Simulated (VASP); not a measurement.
# Hf (P6_3/mmc) in VASP: further runs

Hf is run at these levels: r2SCAN; tasks: single point, relaxation of volume and atoms at fixed shape.

Program: VASP 6.6.1. These are calculated values, not measurements. Logs are shortened: lines on timing, memory, paths and dates and some standing lists are left out, and cuts for length are marked.

## Step 1: The cell of the first run

Symmetry: P6_3/mmc, No. 194, hexagonal system. Conventional cell: a = 3.199 Å, b = 3.199 Å, c = 5.061 Å, α = 90.00°, β = 90.00°, γ = 120.00°. Hf (site symmetry -6m2) has 12 Hf at 3.13 to 3.20 Å within 4.1 Å.

## Step 2: Single point, r2SCAN

Input file POSCAR:

```
Hf
1.0
    3.1986157551      0.0000000000      0.0000000000
   -1.5993078776      2.7700825009      0.0000000000
    0.0000000000      0.0000000000      5.0608314697
Hf
2
Direct
    0.3333333333      0.6666666667      0.2500000000
    0.6666666667      0.3333333333      0.7500000000
```

Input file INCAR.step1:

```
SYSTEM = Hf
  PREC = Accurate
  ENCUT = 520
  ISMEAR = -1
  SIGMA = 0.05
  LREAL = .FALSE.
  LASPH = .TRUE.
  NELM = 100
  NBANDS = 17
  GGA = PE
  ALGO = Normal
  EDIFF = 1E-4
  LWAVE = .TRUE.
  LCHARG = .FALSE.
```

Input file INCAR.step2:

```
SYSTEM = Hf
  PREC = Accurate
  ENCUT = 520
  EDIFF = 1E-6
  ISMEAR = -1
  SIGMA = 0.05
  LREAL = .FALSE.
  LASPH = .TRUE.
  NELM = 100
  ALGO = Normal
  ISIF = 2
  LWAVE = .FALSE.
  LCHARG = .FALSE.
  METAGGA = R2SCAN
  LMIXTAU = .TRUE.
  NBANDS = 17
  ISTART = 1
```

Input file KPOINTS:

```
Automatic mesh
0
G
  6 6 4
  0 0 0
```

Potentials or basis: VASP PAW PBE potentials, release 64 (Hf_pv).

Started as:

```
cat potpaw_PBE.64/Hf_pv/POTCAR > POTCAR
cp INCAR.step1 INCAR
mpirun -np 1 vasp_std > vasp.out
cp INCAR.step2 INCAR
mpirun -np 1 vasp_std > vasp.out
```

OUTCAR:

```text
SYSTEM = Hf
   PREC = Accurate
   ENCUT = 520
   EDIFF = 1E-6
   ISMEAR = -1
   LREAL = .FALSE.
   LASPH = .TRUE.
   NELM = 100
   ISIF = 2
   METAGGA = R2SCAN
   ISTART = 1

 ion  position               nearest neighbor table
   1  0.333  0.667  0.250-   2 3.13   2 3.13   2 3.13   2 3.13   2 3.13   2 3.13
   2  0.667  0.333  0.750-   1 3.13   1 3.13   1 3.13   1 3.13   1 3.13   1 3.13

  LATTYP: Found a hexagonal cell.
 ALAT       =     3.1986157551
 C/A-ratio  =     1.5821942544

  Lattice vectors:

 A1 = (   3.1986157551,   0.0000000000,   0.0000000000)
 A2 = (  -1.5993078776,   2.7700825009,   0.0000000000)
 A3 = (   0.0000000000,   0.0000000000,   5.0608314697)

Analysis of symmetry for initial positions (statically):
=====================================================================
 Subroutine PRICEL returns:
 Original cell was already a primitive cell.

 Routine SETGRP: Setting up the symmetry group for a
 hexagonal supercell.

 Subroutine GETGRP returns: Found 24 space group operations
 (whereof 12 operations were pure point group operations)
 out of a pool of 24 trial point group operations.

The static configuration has the point symmetry D_3d.
 The point group associated with its full space group is D_6h.

Analysis of symmetry for dynamics (positions and initial velocities):
=====================================================================
 Subroutine PRICEL returns:
 Original cell was already a primitive cell.

 Routine SETGRP: Setting up the symmetry group for a
 hexagonal supercell.

 Subroutine GETGRP returns: Found 24 space group operations
 (whereof 12 operations were pure point group operations)
 out of a pool of 24 trial point group operations.

The dynamic configuration has the point symmetry D_3d.
 The point group associated with its full space group is D_6h.

 Subroutine INISYM returns: Found 24 space group operations
 (whereof 12 operations are pure point group operations),
 and found     1 'primitive' translations

----------------------------------------------------------------------------------------

                                     Primitive cell

  volume of cell :      44.8411

  direct lattice vectors                    reciprocal lattice vectors
     3.198615755  0.000000000  0.000000000     0.312635239  0.180500039  0.000000000
    -1.599307878  2.770082501  0.000000000     0.000000000  0.361000078  0.000000000
     0.000000000  0.000000000  5.060831470     0.000000000  0.000000000  0.197595989

  length of vectors
     3.198615755  3.198615755  5.060831470     0.361000078  0.361000078  0.197595989

  position of ions in fractional coordinates (direct lattice)
     0.333333333  0.666666667  0.250000000
     0.666666667  0.333333333  0.750000000

  ion indices of the primitive-cell ions
   primitive index   ion index
                 1           1
                 2           2

----------------------------------------------------------------------------------------

 KPOINTS: Automatic mesh

Automatic generation of k-mesh.
 Grid dimensions read from file:
 generate k-points for:    6    6    4

 Generating k-lattice:

  Cartesian coordinates                     Fractional coordinates (reciprocal lattice)
     0.052105873  0.030083340  0.000000000     0.166666667  0.000000000  0.000000000
     0.000000000  0.060166680  0.000000000     0.000000000  0.166666667  0.000000000
     0.000000000  0.000000000  0.049398997     0.000000000  0.000000000  0.250000000

  Length of vectors
     0.060166680  0.060166680  0.049398997

  Shift w.r.t. Gamma in fractional coordinates (k-lattice)
     0.000000000  0.000000000  0.000000000

 Subroutine IBZKPT returns following result:
 ===========================================

 Found     21 irreducible k-points:

 Following reciprocal coordinates:
            Coordinates               Weight
  0.000000  0.000000  0.000000      1.000000
  0.166667 -0.000000  0.000000      6.000000
  0.333333 -0.000000  0.000000      6.000000
  0.500000 -0.000000  0.000000      3.000000
  0.166667  0.166667  0.000000      6.000000
  0.333333  0.166667  0.000000     12.000000
[... 13 lines left out ...]
  0.333333  0.166667  0.500000     12.000000
  0.333333  0.333333  0.500000      2.000000
   k-points           NKPTS =     21   k-points in BZ     NKDIM =     21   number of bands    NBANDS=     17
   number of dos      NEDOS =    301   number of ions     NIONS =      2
   total plane-waves  NPLWV =  23040
   dimension x,y,z NGX =    24 NGY =   24 NGZ =   40
   dimension x,y,z NGXF=    48 NGYF=   48 NGZF=   80
   ions per type =               2
   NGX,Y,Z   is equivalent  to a cutoff of  12.47, 12.47, 13.14 a.u.
   NGXF,Y,Z  is equivalent  to a cutoff of  24.95, 24.95, 26.28 a.u.
 SYSTEM =  Hf
   PREC   = accura    normal or accurate (medium, high low for compatibility)
   ISTART =      1    job   : 0-new  1-cont  2-samecut
   ICHARG =      0    charge: 1-file 2-atom 10-const
   ISPIN  =      1    spin polarized calculation?
   LNONCOLLINEAR =      F non collinear calculations
   LSORBIT =      F    spin-orbit coupling
   LASPH  =      T    aspherical Exc in radial PAW
   ENCUT  =  520.0 eV  38.22 Ry    6.18 a.u.   5.95  5.95  9.41*2*pi/ulx,y,z
   NELM   =    100;   NELMIN=  2; NELMDL=  0     # of ELM steps
   EDIFF  = 0.1E-05   stopping-criterion for ELM
   LREAL  =      F    real-space projection
   EDIFFG = 0.1E-04   stopping-criterion for IOM
   NSW    =      0    number of steps for IOM
   IBRION =     -1    ionic relax: 0-MD 1-quasi-New 2-CG
   NFREE  =      0    steps in history (QN), initial steepest desc. (CG)
   ISIF   =      2    stress and relaxation
   ISYM   =      2    0-nonsym 1-usesym 2-fastsym
   POTIM  = 0.5000    time-step for ionic-motion
   TEBEG  =    0.0;   TEEND  =   0.0 temperature during run
   PSTRESS=    0.0 pullay stress
   NELECT =      20.0000    total number of electrons
   NUPDOWN=      -1.0000    fix difference up-down
   EMIN   =  10.00;   EMAX   =-10.00  energy-range for DOS
   EFERMI =   0.00;   METHOD = LEGACY
   ISMEAR =    -1;   SIGMA  =   0.05  broadening in eV -4-tet -1-fermi 0-gaus
   EFERMI_NEDOS =   21; number of points for ismear=-14 and -15
   IALGO  =     38    algorithm
   IMIX   =      4    mixing-type and parameters
     AMIX     =   0.40;   BMIX     =  1.00
     AMIX_MAG =   1.60;   BMIX_MAG =  1.00
  volume/ion in A,a.u.               =      22.42       151.30
  Fermi-wavevector in a.u.,A,eV,Ry     =   1.250814  2.363695 21.286788  1.564535
  Thomas-Fermi vector in A             =   2.384790
   LORBIT       =      0    0 simple, 1 ext, 2 COOP (PROOUT), +10 PAW based schemes
   METAGGA = R2SCAN    functional components
   LHFCALC =     F    Hartree Fock is set to
   AEXX    =    0.0000 exact exchange contribution
   IVDW    =     0    specifies the selected vdW correction
   LEPSILON=     F    determine dielectric tensor
   LRPA    =     F    only Hartree local field effects (RPA)
 non-spin polarized calculation
  energy-cutoff  :      520.00
  volume of cell :       44.84
 maximum number of plane-waves:      1236
 NGX is ok and might be reduce to    24
   NGX = 11   NGY = 11   NGZ = 19

 number of electron      20.0000004 magnetization

 Free energy of the ion-electron system (eV)
  ---------------------------------------------------
  ext. energy  EPLUGINS =         0.00000000
  ---------------------------------------------------
  free energy    TOTEN  =       -90.28615078 eV

  energy without entropy =      -90.26541157  energy(sigma->0) =      -90.27578118

 E-fermi :   4.8508     XC(G=0): -12.1432

 val. band max:        4.8441871768   @ k =   0.3333   0.1667   0.5000
 cond. band min:       4.8691167626   @ k =   0.1667  -0.0000   0.0000
 fundamental gap:      0.0249295858
 Fermi energy:         4.8508194363

 k-point     1 :       0.0000    0.0000    0.0000
  band No.  band energies     occupation
      1     -27.4243      2.00000
      2     -26.6813      2.00000
      3     -26.6813      2.00000
      4     -26.5535      2.00000
      5     -26.5535      2.00000
      6     -26.5367      2.00000
[... 9 lines left out ...]
     16       7.7449      0.00000
     17      10.4687      0.00000

 k-point     2 :       0.1667   -0.0000    0.0000
  band No.  band energies     occupation
      1     -27.3526      2.00000
      2     -26.8278      2.00000
      3     -26.7291      2.00000
      4     -26.7047      2.00000
      5     -26.5737      2.00000
      6     -26.5702      2.00000
[... 9 lines left out ...]
     16       7.7659      0.00000
     17      10.9749      0.00000

 k-point     3 :       0.3333   -0.0000    0.0000
  band No.  band energies     occupation
      1     -27.1775      2.00000
      2     -27.1216      2.00000
      3     -26.9850      2.00000
      4     -26.8179      2.00000
      5     -26.6684      2.00000
      6     -26.6195      2.00000
[... 9 lines left out ...]
     16       9.7234      0.00000
     17      11.4891      0.00000

 k-point     4 :       0.5000   -0.0000    0.0000
  band No.  band energies     occupation
      1     -27.2673      2.00000
      2     -27.1163      2.00000
      3     -27.0468      2.00000
      4     -26.8602      2.00000
      5     -26.7604      2.00000
      6     -26.6438      2.00000
[... 9 lines left out ...]
     16      11.6265      0.00000
     17      12.0172      0.00000
[... 283 lines left out ...]
      1     -27.1453      2.00000
      2     -27.1453      2.00000
      3     -26.7824      2.00000
      4     -26.7824      2.00000
      5     -26.6931      2.00000
      6     -26.6931      2.00000
[... 9 lines left out ...]
     16       9.7768      0.00000
     17      10.6693      0.00000

 k-point    20 :       0.3333    0.1667    0.5000
  band No.  band energies     occupation
      1     -27.2707      2.00000
      2     -27.2707      2.00000
      3     -26.8795      2.00000
      4     -26.8795      2.00000
      5     -26.6964      2.00000
      6     -26.6964      2.00000
[... 9 lines left out ...]
     16      10.6451      0.00000
     17      11.9555      0.00000

 k-point    21 :       0.3333    0.3333    0.5000
  band No.  band energies     occupation
      1     -27.2279      2.00000
      2     -27.2279      2.00000
      3     -27.0160      2.00000
      4     -27.0160      2.00000
      5     -26.6810      2.00000
      6     -26.6810      2.00000
[... 9 lines left out ...]
     16      10.1570      0.00000
     17      13.7031      0.00000

------------------------ aborting loop because EDIFF is reached ----------------------------------------

  FORCE on cell =-STRESS in cart. coord.  units (eV):
  Direction    XX          YY          ZZ          XY          YZ          ZX
  --------------------------------------------------------------------------------------
  -------------------------------------------------------------------------------------
  Total       -0.2106601     -0.2106601     -0.0192318      0.0000000     -0.0000000     -0.0000000
  in kB       -7.5269028     -7.5269028     -0.6871535      0.0000000     -0.0000000     -0.0000000
  external PRESSURE =      -5.2469864 kB  Pullay stress =       0.0000000 kB

 VOLUME and BASIS-vectors are now :
 -----------------------------------------------------------------------------
  energy-cutoff  :      520.00
  volume of cell :       44.84
      direct lattice vectors                 reciprocal lattice vectors
     3.198615755  0.000000000  0.000000000     0.312635239  0.180500039  0.000000000
    -1.599307878  2.770082501  0.000000000     0.000000000  0.361000078  0.000000000
     0.000000000  0.000000000  5.060831470     0.000000000  0.000000000  0.197595989

 POSITION                                       TOTAL-FORCE (eV/Angst)
 -----------------------------------------------------------------------------------
     -0.00000      1.84672      1.26521         0.000000     -0.000000      0.000000
      1.59931      0.92336      3.79562        -0.000000      0.000000      0.000000
 -----------------------------------------------------------------------------------
    total drift:                               -0.000000      0.000000     -0.000000

  FREE ENERGIE OF THE ION-ELECTRON SYSTEM (eV)
  ---------------------------------------------------
  free  energy   TOTEN  =       -90.2861507826 eV

  energy  without entropy=      -90.2654115679  energy(sigma->0) =      -90.27578118
```

It took 72 s on 1 thread of Intel Xeon 8259CL, shared host; peak memory 0.17 GiB.

What came out:

```
Free energy            : -90.2862 eV
Pressure               : -0.5 GPa
Band gap on the k mesh : zero (bands 10 and 11 overlap by 1.67 eV)
```

Stress tensor (GPa, compression positive):
```
-0.75  0.00  0.00
 0.00 -0.75  0.00
 0.00  0.00 -0.07
```

Levels at points of the mesh, in eV from the Fermi level:
| k point | band 7 | band 8 | band 9 | band 10 | band 11 | band 12 | band 13 | band 14 |
| --- | --- | --- | --- | --- | --- | --- | --- | --- |
| (0.00, 0.00, 0.00) | -7.78 | -3.88 | 0.37 | 1.29 | 1.29 | 1.60 | 2.16 | 2.16 |
| (0.50, 0.00, 0.00) | -3.53 | -2.88 | -2.35 | -1.05 | 0.89 | 0.95 | 1.77 | 6.15 |
| (0.00, 0.00, 0.50) | -5.72 | -5.72 | 0.12 | 0.12 | 1.20 | 1.20 | 1.20 | 1.20 |
| (0.50, 0.00, 0.50) | -3.55 | -3.55 | -1.05 | -1.05 | 1.04 | 1.04 | 2.85 | 2.85 |

Caveat: the k points lie up to 0.38 Å⁻¹ apart, too coarse for converged energies and pressures of a metal; the PAW data sets were made with another functional, which shifts forces and pressure a little; spin-orbit coupling is left out, which moves the levels of the heavy elements.

## Step 3: Relaxation of volume and atoms at fixed shape, r2SCAN

Input file POSCAR:

```
Hf
1.0
    3.1967000000      0.0000000000      0.0000000000
   -1.5983500000      2.7684230000      0.0000000000
    0.0000000000      0.0000000000      5.0578000000
Hf
2
Direct
    0.3333333333      0.6666666667      0.2500000000
    0.6666666667      0.3333333333      0.7500000000
```

Input file INCAR.step1:

```
SYSTEM = Hf
PREC = Accurate ; ENCUT = 600
ISMEAR = -1 ; SIGMA = 0.05
LREAL = .False. ; LASPH = .True.
NELM = 80 ; GGA = PE
ALGO = Normal ; EDIFF = 1E-4
LWAVE = .True. ; LCHARG = .False.
```

Input file INCAR.step2:

```
SYSTEM = Hf
PREC = Accurate ; ENCUT = 600
EDIFF = 1E-7 ; ISMEAR = -1
SIGMA = 0.05 ; LREAL = .False.
LASPH = .True. ; NELM = 80
ALGO = Normal ; ISIF = 8
LWAVE = .False. ; LCHARG = .False.
METAGGA = R2SCAN ; LMIXTAU = .True.
IBRION = 2 ; NSW = 80
EDIFFG = -0.01 ; ISTART = 1
```

Input file KPOINTS:

```
Automatic mesh
0
Gamma
  6 6 4
  0 0 0
```

Potentials or basis: VASP PAW PBE potentials, release 64 (Hf_pv).

Started as:

```
cat potpaw_PBE.64/Hf_pv/POTCAR > POTCAR
cp INCAR.step1 INCAR
mpirun -np 1 vasp_std > vasp.out
cp INCAR.step2 INCAR
mpirun -np 1 vasp_std > vasp.out
```

Run time: 4.4 min. Hardware: 1 thread of Intel Xeon 8259CL, shared host; peak memory 0.2 GiB.

It converged, with:

| Property | Result |
| --- | --- |
| Free energy | -90.2866 eV |
| Relaxed volume | 22.31 Å³/atom |
| Relaxed cell | a = 3.194 Å, b = 3.194 Å, c = 5.053 Å, α = 90.00°, β = 90.00°, γ = 120.00° |
| Space group after relaxing (to 0.1 Å) | P6_3/mmc (No. 194) |
| Energy gained by relaxing | 0.1 meV/atom |
| Ionic steps | 3 |
| Pressure after relaxing | 0.0 GPa |
| Band gap on the k mesh | zero (bands 10 and 11 overlap by 1.67 eV) |

Stress tensor (GPa, compression positive):
```
-0.24  0.00  0.00
 0.00 -0.24  0.00
 0.00  0.00  0.46
```

The path:
```
step  energy change (eV)  largest force (eV/Å)  pressure (GPa)  volume (Å³)
   1              0.0000                0.0000           -0.34        44.76
   2              0.0001                0.0000            0.44        44.45
   3             -0.0001                0.0000           -0.01        44.63
```

Final structure:
```cif
data_structure
_symmetry_space_group_name_H-M 'P 1'
_symmetry_Int_Tables_number 1
_cell_length_a 3.1935
_cell_length_b 3.1935
_cell_length_c 5.0528
_cell_angle_alpha 90.000
_cell_angle_beta 90.000
_cell_angle_gamma 120.000
_cell_volume 44.63
loop_
_atom_site_label
_atom_site_type_symbol
_atom_site_fract_x
_atom_site_fract_y
_atom_site_fract_z
_atom_site_occupancy
Hf1 Hf 0.33333 0.66667 0.25000 1
Hf2 Hf 0.66667 0.33333 0.75000 1
```

Levels at points of the mesh, in eV from the Fermi level:
```csv
k point,band 7,band 8,band 9,band 10,band 11,band 12,band 13,band 14
"(0.00, 0.00, 0.00)",-7.80,-3.89,0.38,1.29,1.29,1.60,2.17,2.17
"(0.50, 0.00, 0.00)",-3.53,-2.90,-2.36,-1.05,0.89,0.95,1.78,6.18
"(0.00, 0.00, 0.50)",-5.73,-5.73,0.12,0.12,1.20,1.20,1.20,1.20
"(0.50, 0.00, 0.50)",-3.57,-3.57,-1.06,-1.06,1.05,1.05,2.86,2.86
```

Caveat: the k points lie up to 0.38 Å⁻¹ apart in the final cell, too coarse for converged energies and pressures of a metal; the PAW data sets were made with another functional, which shifts forces and pressure a little; spin-orbit coupling is left out, which moves the levels of the heavy elements.

The gap in the log of VASP goes by the Fermi energy; the results here count the filled bands.